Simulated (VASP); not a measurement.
# NaCl (Pm-3m) in VASP: further runs, part 2 of 2

VASP 6.6.1. The steps go on from the part before.

## Step 3: Single point, PBE

This run uses another cell than the first one, of 28.78 Å³/atom, 1.207 times its volume.

INCAR

```
ALGO = Normal
EDIFF = 1E-7
ENCUT = 520
GGA = PE
ISIF = 2
ISMEAR = -4
LASPH = True
LCHARG = False
LREAL = False
LWAVE = False
NBANDS = 14
NELECT = 14.5
NELM = 80
PREC = Accurate
SIGMA = 0.1
```

KPOINTS

```
k-points
0
Gamma
  4 4 4
```

POSCAR

```
NaCl
1.0
    3.8610726176      0.0000000000      0.0000000000
    0.0000000000      3.8610726176      0.0000000000
    0.0000000000      0.0000000000      3.8610726176
Na Cl
1 1
Direct
    0.0000000000      0.0000000000      0.0000000000
    0.5000000000      0.5000000000      0.5000000000
```

Potentials or basis: VASP PAW PBE potentials, release 64 (Na_pv, Cl).

The run is started by

```
$ cat potpaw_PBE.64/Na_pv/POTCAR potpaw_PBE.64/Cl/POTCAR > POTCAR
$ mpirun -np 1 vasp_std > vasp.out
```

OUTCAR:

```text
EDIFF = 1E-7
   ENCUT = 520
   GGA = PE
   ISIF = 2
   ISMEAR = -4
   LASPH = True
   LREAL = False
   NELECT = 14.5
   NELM = 80
   PREC = Accurate

 ion  position               nearest neighbor table
   1  0.000  0.000  0.000-
   2  0.500  0.500  0.500-

  LATTYP: Found a simple cubic cell.
 ALAT       =     3.8610726176

  Lattice vectors:

 A1 = (   3.8610726176,   0.0000000000,   0.0000000000)
 A2 = (   0.0000000000,   3.8610726176,   0.0000000000)
 A3 = (   0.0000000000,   0.0000000000,   3.8610726176)

Analysis of symmetry for initial positions (statically):
=====================================================================
 Subroutine PRICEL returns:
 Original cell was already a primitive cell.

 Routine SETGRP: Setting up the symmetry group for a
 simple cubic supercell.

 Subroutine GETGRP returns: Found 48 space group operations
 (whereof 48 operations were pure point group operations)
 out of a pool of 48 trial point group operations.

The static configuration has the point symmetry O_h .

Analysis of symmetry for dynamics (positions and initial velocities):
=====================================================================
 Subroutine PRICEL returns:
 Original cell was already a primitive cell.

 Routine SETGRP: Setting up the symmetry group for a
 simple cubic supercell.

 Subroutine GETGRP returns: Found 48 space group operations
 (whereof 48 operations were pure point group operations)
 out of a pool of 48 trial point group operations.

The dynamic configuration has the point symmetry O_h .

 Subroutine INISYM returns: Found 48 space group operations
 (whereof 48 operations are pure point group operations),
 and found     1 'primitive' translations

----------------------------------------------------------------------------------------

[... 106 lines left out ...]
   AEXX    =    0.0000 exact exchange contribution
   IVDW    =     0    specifies the selected vdW correction
   LEPSILON=     F    determine dielectric tensor
   LRPA    =     F    only Hartree local field effects (RPA)
 non-spin polarized calculation
 Fermi weights with tetrahedron method witout Bloechl corrections
  energy-cutoff  :      520.00
  volume of cell :       57.56
 maximum number of plane-waves:      1596
 NGX is ok and might be reduce to    30
   NGX = 15   NGY = 15   NGZ = 15

 number of electron      14.5000021 magnetization

 Free energy of the ion-electron system (eV)
  ---------------------------------------------------
  ext. energy  EPLUGINS =         0.00000000
  ---------------------------------------------------
  free energy    TOTEN  =        -4.52992925 eV

  energy without entropy =       -4.52992925  energy(sigma->0) =       -4.52992925

 E-fermi :   3.6903     XC(G=0):  -7.7244

 val. band max:        3.4323887884   @ k =   0.2500   0.2500   0.0000
 cond. band min:       3.5779567210   @ k =   0.5000   0.5000   0.0000
 fundamental gap:      0.1455679326
 Fermi energy:         3.6903413470

 k-point     1 :       0.0000    0.0000    0.0000
  band No.  band energies     occupation
      1     -23.5963      2.00000
      2     -23.5963      2.00000
      3     -23.5963      2.00000
      4     -14.0591      2.00000
      5      -1.7609      2.00000
      6      -1.7609      2.00000
      7      -1.7609      2.00000
      8       1.3929      1.99847
      9       6.8485      0.00000
     10       6.8485      0.00000
     11      11.4326      0.00000
     12      11.4326      0.00000
     13      11.4326      0.00000
     14      13.3010      0.00000
[... 139 lines left out ...]
      1     -23.6063      2.00000
      2     -23.6063      2.00000
      3     -23.6063      2.00000
      4     -13.6457      2.00000
      5      -2.6145      2.00000
      6      -2.6145      2.00000
      7      -2.6145      2.00000
      8       5.1148      0.00000
      9       5.1148      0.00000
     10       5.1148      0.00000
     11       7.8333      0.00000
     12      11.6052      0.00000
     13      11.6052      0.00000
     14      11.6052      0.00000

------------------------ aborting loop because EDIFF is reached ----------------------------------------

  FORCE on cell =-STRESS in cart. coord.  units (eV):
  Direction    XX          YY          ZZ          XY          YZ          ZX
  --------------------------------------------------------------------------------------
  -------------------------------------------------------------------------------------
  Total        2.5245907      2.5245907      2.5245907     -0.0000000     -0.0000000     -0.0000000
  in kB       70.2712466     70.2712466     70.2712466     -0.0000000     -0.0000000     -0.0000000
  external PRESSURE =      70.2712466 kB  Pullay stress =       0.0000000 kB

 VOLUME and BASIS-vectors are now :
 -----------------------------------------------------------------------------
  energy-cutoff  :      520.00
  volume of cell :       57.56
      direct lattice vectors                 reciprocal lattice vectors
     3.861072618  0.000000000  0.000000000     0.258995388  0.000000000  0.000000000
     0.000000000  3.861072618  0.000000000     0.000000000  0.258995388  0.000000000
     0.000000000  0.000000000  3.861072618     0.000000000  0.000000000  0.258995388

 POSITION                                       TOTAL-FORCE (eV/Angst)
 -----------------------------------------------------------------------------------
      0.00000      0.00000      0.00000         0.000000      0.000000      0.000000
      1.93054      1.93054      1.93054         0.000000      0.000000      0.000000
 -----------------------------------------------------------------------------------
    total drift:                                0.000000      0.000000     -0.000000

  FREE ENERGIE OF THE ION-ELECTRON SYSTEM (eV)
  ---------------------------------------------------
  free  energy   TOTEN  =        -4.5299292467 eV

  energy  without entropy=       -4.5299292467  energy(sigma->0) =       -4.52992925
```

OSZICAR:

```text
N       E                     dE             d eps       ncg     rms          rms(c)
DAV:   1     0.969698718267E+02    0.96970E+02   -0.68210E+03   286   0.930E+02
DAV:   2     0.448741558888E+01   -0.92482E+02   -0.84338E+02   310   0.242E+02
DAV:   3    -0.479022129300E+01   -0.92776E+01   -0.91443E+01   352   0.715E+01
DAV:   4    -0.497280376475E+01   -0.18258E+00   -0.18238E+00   322   0.111E+01
DAV:   5    -0.497648698832E+01   -0.36832E-02   -0.36829E-02   366   0.163E+00    0.666E+00
DAV:   6    -0.456863200640E+01    0.40785E+00   -0.82137E-01   286   0.384E+00    0.333E+00
DAV:   7    -0.453732580752E+01    0.31306E-01   -0.60796E-02   366   0.136E+00    0.148E+00
DAV:   8    -0.452990403729E+01    0.74218E-02   -0.79198E-03   316   0.687E-01    0.232E-01
DAV:   9    -0.452995507712E+01   -0.51040E-04   -0.22167E-04   328   0.137E-01    0.867E-02
DAV:  10    -0.452993063531E+01    0.24442E-04   -0.24888E-04   292   0.126E-01    0.398E-02
DAV:  11    -0.452992814286E+01    0.24924E-05   -0.13589E-05   340   0.233E-02    0.174E-02
DAV:  12    -0.452992918160E+01   -0.10387E-05   -0.10651E-06   304   0.978E-03    0.392E-03
DAV:  13    -0.452992924667E+01   -0.65069E-07   -0.12338E-07   328   0.306E-03
   1 F= -.45299292E+01 E0= -.45299292E+01  d E =0.000000E+00
```

Wall time 5.1 s (1 thread of Intel Xeon Platinum 8488C (Sapphire Rapids), shared host); peak memory 0.16 GiB.

Results:

```yaml
Free_energy: -4.5299 eV
```

Levels at points of the mesh, in eV from the Fermi level:
```csv
k point,band 3,band 4,band 5,band 6,band 7,band 8,band 9,band 10,band 11,band 12
"(0.00, 0.00, 0.00)",-27.29,-17.75,-5.45,-5.45,-5.45,-2.30,3.16,3.16,7.74,7.74
"(0.50, 0.00, 0.00)",-27.29,-17.59,-7.11,-5.29,-5.29,0.57,1.36,5.08,5.65,5.65
"(0.50, 0.50, 0.00)",-27.28,-17.46,-6.62,-6.62,-5.14,-0.11,3.69,3.69,3.78,6.68
"(0.50, 0.50, 0.50)",-27.30,-17.34,-6.30,-6.30,-6.30,1.42,1.42,1.42,4.14,7.91
```

Caveat: the k points lie up to 0.41 Å⁻¹ apart; the cell carries a net charge on a neutralising background, which shifts energy and pressure; the cell is charged against a uniform background, so pressure and absolute levels hang on convention.

## Step 4: Single point, r2SCAN

This run uses another cell than the first one, of 15.10 Å³/atom, 0.633 times its volume.

POSCAR

```
NaCl
1.0
    3.1140444827      0.0000000000      0.0000000000
    0.0000000000      3.1140444827      0.0000000000
    0.0000000000      0.0000000000      3.1140444827
Na Cl
1 1
Direct
    0.0000000000      0.0000000000      0.0000000000
    0.5000000000      0.5000000000      0.5000000000
```

INCAR.step1

```
SYSTEM = NaCl
  PREC = Accurate
  ENCUT = 520
  ISMEAR = 0
  SIGMA = 0.1
  LREAL = .FALSE.
  LASPH = .TRUE.
  NELM = 60
  NBANDS = 14
  GGA = PE
  ALGO = Normal
  EDIFF = 1E-4
  LWAVE = .TRUE.
  LCHARG = .FALSE.
```

INCAR.step2

```
SYSTEM = NaCl
  PREC = Accurate
  ENCUT = 520
  EDIFF = 1E-7
  ISMEAR = 0
  SIGMA = 0.1
  LREAL = .FALSE.
  LASPH = .TRUE.
  NELM = 60
  ALGO = Normal
  ISIF = 2
  LWAVE = .FALSE.
  LCHARG = .FALSE.
  METAGGA = R2SCAN
  LMIXTAU = .TRUE.
  NBANDS = 14
  ISTART = 1
```

KPOINTS

```
Automatic mesh
0
G
  4 4 4
  0 0 0
```

Potentials or basis: VASP PAW PBE potentials, release 64 (Na_pv, Cl).

The run is started by

```
$ cat potpaw_PBE.64/Na_pv/POTCAR potpaw_PBE.64/Cl/POTCAR > POTCAR
$ cp INCAR.step1 INCAR
$ mpirun -np 1 vasp_std > vasp.out
$ cp INCAR.step2 INCAR
$ mpirun -np 1 vasp_std > vasp.out
```

OUTCAR:

```text
SYSTEM = NaCl
   PREC = Accurate
   ENCUT = 520
   EDIFF = 1E-7
   ISMEAR = 0
   LREAL = .FALSE.
   LASPH = .TRUE.
   NELM = 60
   ISIF = 2
   METAGGA = R2SCAN
   ISTART = 1

 ion  position               nearest neighbor table
   1  0.000  0.000  0.000-   2 2.70   2 2.70   2 2.70   2 2.70   2 2.70   2 2.70   2 2.70   2 2.70

   2  0.500  0.500  0.500-   1 2.70   1 2.70   1 2.70   1 2.70   1 2.70   1 2.70   1 2.70   1 2.70

  LATTYP: Found a simple cubic cell.
 ALAT       =     3.1140444827

  Lattice vectors:

 A1 = (   3.1140444827,   0.0000000000,   0.0000000000)
 A2 = (   0.0000000000,   3.1140444827,   0.0000000000)
 A3 = (   0.0000000000,   0.0000000000,   3.1140444827)

Analysis of symmetry for initial positions (statically):
=====================================================================
 Subroutine PRICEL returns:
 Original cell was already a primitive cell.

 Routine SETGRP: Setting up the symmetry group for a
 simple cubic supercell.

 Subroutine GETGRP returns: Found 48 space group operations
 (whereof 48 operations were pure point group operations)
 out of a pool of 48 trial point group operations.

[... 162 lines left out ...]
      6       2.2867      2.00000
      7       2.2867      2.00000
      8       9.7001      0.00000
      9      11.5752      0.00000
     10      11.5752      0.00000
     11      21.0050      0.00000
     12      21.0050      0.00000
     13      21.0050      0.00000
     14      23.9742      0.00000
[... 139 lines left out ...]
      1     -19.8162      2.00000
      2     -19.8162      2.00000
      3     -19.8162      2.00000
      4     -10.3365      2.00000
      5      -0.1676      2.00000
      6      -0.1676      2.00000
      7      -0.1676      2.00000
      8      10.6857      0.00000
      9      10.6857      0.00000
     10      10.6857      0.00000
     11      19.1971      0.00000
     12      24.1823      0.00000
     13      24.1823      0.00000
     14      24.1823      0.00000

------------------------ aborting loop because EDIFF is reached ----------------------------------------

  FORCE on cell =-STRESS in cart. coord.  units (eV):
  Direction    XX          YY          ZZ          XY          YZ          ZX
  --------------------------------------------------------------------------------------
  -------------------------------------------------------------------------------------
  Total        3.6396612      3.6396612      3.6396612      0.0000000     -0.0000000      0.0000000
  in kB      193.1065946    193.1065946    193.1065946      0.0000000     -0.0000000      0.0000000
  external PRESSURE =     193.1065946 kB  Pullay stress =       0.0000000 kB

 VOLUME and BASIS-vectors are now :
 -----------------------------------------------------------------------------
  energy-cutoff  :      520.00
  volume of cell :       30.20
      direct lattice vectors                 reciprocal lattice vectors
     3.114044483  0.000000000  0.000000000     0.321125792  0.000000000  0.000000000
     0.000000000  3.114044483  0.000000000     0.000000000  0.321125792  0.000000000
     0.000000000  0.000000000  3.114044483     0.000000000  0.000000000  0.321125792

 POSITION                                       TOTAL-FORCE (eV/Angst)
 -----------------------------------------------------------------------------------
      0.00000      0.00000      0.00000         0.000000      0.000000      0.000000
      1.55702      1.55702      1.55702         0.000000      0.000000      0.000000
 -----------------------------------------------------------------------------------
    total drift:                                0.000000     -0.000000     -0.000000

  FREE ENERGIE OF THE ION-ELECTRON SYSTEM (eV)
  ---------------------------------------------------
  free  energy   TOTEN  =       -12.9574509505 eV

  energy  without entropy=      -12.9574509505  energy(sigma->0) =      -12.95745095
```

OUTCAR.step1:

```text
SYSTEM = NaCl
   PREC = Accurate
   ENCUT = 520
   ISMEAR = 0
   LREAL = .FALSE.
   LASPH = .TRUE.
[... 376 lines left out ...]
      0.00000      0.00000      0.00000         0.000000      0.000000      0.000000
      1.55702      1.55702      1.55702         0.000000      0.000000      0.000000
 -----------------------------------------------------------------------------------
    total drift:                                0.000000     -0.000000     -0.000000

  FREE ENERGIE OF THE ION-ELECTRON SYSTEM (eV)
  ---------------------------------------------------
  free  energy   TOTEN  =        -5.8344976208 eV

  energy  without entropy=       -5.8344976208  energy(sigma->0) =       -5.83449762
```

It took 9.7 s on 1 thread of Intel Xeon Platinum 8488C (Sapphire Rapids), shared host; peak memory 0.13 GiB.

Results:

| Property | Result |
| --- | --- |
| Free energy | -12.9575 eV |
| Pressure | 19.3 GPa |
| Band gap on the k mesh | 5.84 eV, direct |

Levels at points of the mesh, in eV from the valence-band top:
```tsv
k point	band 5	band 6	band 7	band 8	band 9	band 10
(0.00, 0.00, 0.00)	-0.88	-0.88	-0.88	6.53	8.40	8.40
(0.50, 0.00, 0.00)	-4.95	-0.51	-0.51	9.05	10.79	12.40
(0.50, 0.50, 0.00)	-3.88	-3.88	0.00	5.84	11.28	13.55
(0.50, 0.50, 0.50)	-3.34	-3.34	-3.34	7.51	7.51	7.51
```

Caveat: the k points lie up to 0.50 Å⁻¹ apart; the PAW data sets were made with another functional, which shifts forces and pressure a little. r2SCAN opens gaps a little over a GGA but as a rule still falls short of measured ones.

## Step 5: Single point, PBE, collinear spin, ferromagnetic start

This run uses another cell than the first one, of 21.48 Å³/atom, 0.901 times its volume.

INCAR

```
SYSTEM = NaCl
ALGO = Normal ; EDIFF = 1E-7
ENCUT = 520 ; GGA = PE
ISIF = 2 ; ISMEAR = 0
ISPIN = 2 ; LASPH = .True.
LCHARG = .False. ; LORBIT = 11
LREAL = .False. ; LWAVE = .False.
MAGMOM = 0 2 ; NBANDS = 18
NELM = 150 ; PREC = Accurate
SIGMA = 0.1
```

KPOINTS

```
k-points
0
Gamma
  2 2 2
  0 0 0
```

POSCAR

```
NaCl
1.0
    3.5021900000      0.0000000000      0.0000000000
    0.0000000000      3.5021900000      0.0000000000
    0.0000000000      0.0000000000      3.5021900000
Na Cl
1 1
Direct
    0.0000000000      0.0000000000      0.0000000000
    0.5000000000      0.5000000000      0.5000000000
```

The run is started by

```
$ cat potpaw_PBE.64/Na_pv/POTCAR potpaw_PBE.64/Cl/POTCAR > POTCAR
$ mpirun -np 1 vasp_std > vasp.out
```

It took 5.9 s on 1 thread of Intel Xeon Platinum 8488C (Sapphire Rapids), shared host; peak memory 0.16 GiB.

It converged, with:

- Free energy: -5.9728 eV
- Pressure: 3.8 GPa
- Band gap on the k mesh: 3.80 eV, indirect (least direct gap 4.30 eV)
- Net moment: 0.00 μB per cell
- Valence electrons inside the program's atomic spheres: Na 5.99; Cl 5.21

Levels at points of the mesh, in eV from the valence-band top:
Spin up:
| k point | band 5 | band 6 | band 7 | band 8 | band 9 | band 10 |
| --- | --- | --- | --- | --- | --- | --- |
| (0.00, 0.00, 0.00) | -0.51 | -0.51 | -0.51 | 3.80 | 8.43 | 8.43 |
| (0.50, 0.00, 0.00) | -3.02 | -0.27 | -0.27 | 6.76 | 8.41 | 10.39 |
| (0.50, 0.50, 0.00) | -2.32 | -2.32 | 0.00 | 5.31 | 9.74 | 10.88 |
| (0.50, 0.50, 0.50) | -1.89 | -1.89 | -1.89 | 6.92 | 6.92 | 6.92 |
Spin down:
```tsv
k point	band 5	band 6	band 7	band 8	band 9	band 10
(0.00, 0.00, 0.00)	-0.51	-0.51	-0.51	3.80	8.43	8.43
(0.50, 0.00, 0.00)	-3.02	-0.27	-0.27	6.76	8.41	10.39
(0.50, 0.50, 0.00)	-2.32	-2.32	0.00	5.31	9.74	10.88
(0.50, 0.50, 0.50)	-1.89	-1.89	-1.89	6.92	6.92	6.92
```

Caveat: the k points lie up to 0.90 Å⁻¹ apart. A k mesh can miss the band edges.

## Step 6: Single point, PBE, collinear spin, zero start

This run uses another cell than the first one, of 21.48 Å³/atom, 0.901 times its volume.

INCAR

```
PREC = Accurate
ENCUT = 520
EDIFF = 1E-6
ISMEAR = 0
SIGMA = 0.1
LREAL = F
LASPH = T
NELM = 150
ALGO = Normal
ISIF = 2
LWAVE = F
LCHARG = T
ISPIN = 2
MAGMOM = 0 0
LORBIT = 11
GGA = PE
LELF = T
LVHAR = T
NBANDS = 18
```

KPOINTS

```
regular mesh
0
Gamma
  4 4 4
```

POSCAR is that of step 5.

Potentials or basis: VASP PAW PBE potentials, release 64 (Na_pv, Cl).

The run is started by

```
$ cat potpaw_PBE.64/Na_pv/POTCAR potpaw_PBE.64/Cl/POTCAR > POTCAR
$ mpirun -np 1 vasp_std > vasp.out
```

It took 9.8 s on 1 thread of Intel Xeon Platinum 8488C (Sapphire Rapids), shared host; peak memory 0.16 GiB.

It converged, with:

```yaml
Free_energy: -6.4601 eV
Pressure: 0.2 GPa
Band_gap_on_the_k_mesh: 3.97 eV, indirect (least direct gap 4.46 eV)
Net_moment: 0.00 μB per cell
Valence_electrons_inside_the_program's_atomic_spheres: Na 6.00; Cl 5.16
```

Levels at points of the mesh, in eV from the valence-band top:
Spin up:
```tsv
k point	band 5	band 6	band 7	band 8	band 9	band 10
(0.00, 0.00, 0.00)	-0.49	-0.49	-0.49	3.97	8.57	8.57
(0.50, 0.00, 0.00)	-2.94	-0.26	-0.26	6.92	8.56	10.51
(0.50, 0.50, 0.00)	-2.26	-2.26	0.00	5.53	9.88	11.02
(0.50, 0.50, 0.50)	-1.85	-1.85	-1.85	7.11	7.11	7.11
```
Spin down:
```
           k point  band 5  band 6  band 7  band 8  band 9  band 10
(0.00, 0.00, 0.00)   -0.49   -0.49   -0.49    3.97    8.57     8.57
(0.50, 0.00, 0.00)   -2.94   -0.26   -0.26    6.92    8.56    10.51
(0.50, 0.50, 0.00)   -2.26   -2.26    0.00    5.53    9.88    11.02
(0.50, 0.50, 0.50)   -1.85   -1.85   -1.85    7.11    7.11     7.11
```

Caveat: the k points lie up to 0.45 Å⁻¹ apart. As with any semilocal functional, this PBE gap is likely too small.

## Step 7: Overview

| level | spin | cell | k mesh | gap on the mesh (eV) | pressure (GPa) | moment (μB) |
| --- | --- | --- | --- | --- | --- | --- |
| r2SCAN | off | a = 3.114 Å, 2 atoms | 4 × 4 × 4 | 5.84 | 19.3 | - |
| PBE | collinear, ferromagnetic start | a = 3.502 Å, 2 atoms | 2 × 2 × 2 | 3.80 | 3.8 | 0.00 |
| PBE | collinear, zero start | a = 3.502 Å, 2 atoms | 4 × 4 × 4 | 3.97 | 0.2 | 0.00 |

Alike in all rows: task single point; potentials or basis VASP PAW PBE potentials, release 64 (Na_pv, Cl); cutoff (eV) 520; smearing gaussian 0.1 eV.

Caveats: all runs use coarse meshes; the PAW data sets were made with another functional, which shifts forces and pressure a little (some runs).

Absolute energies hang on the potentials; compare differences alone.
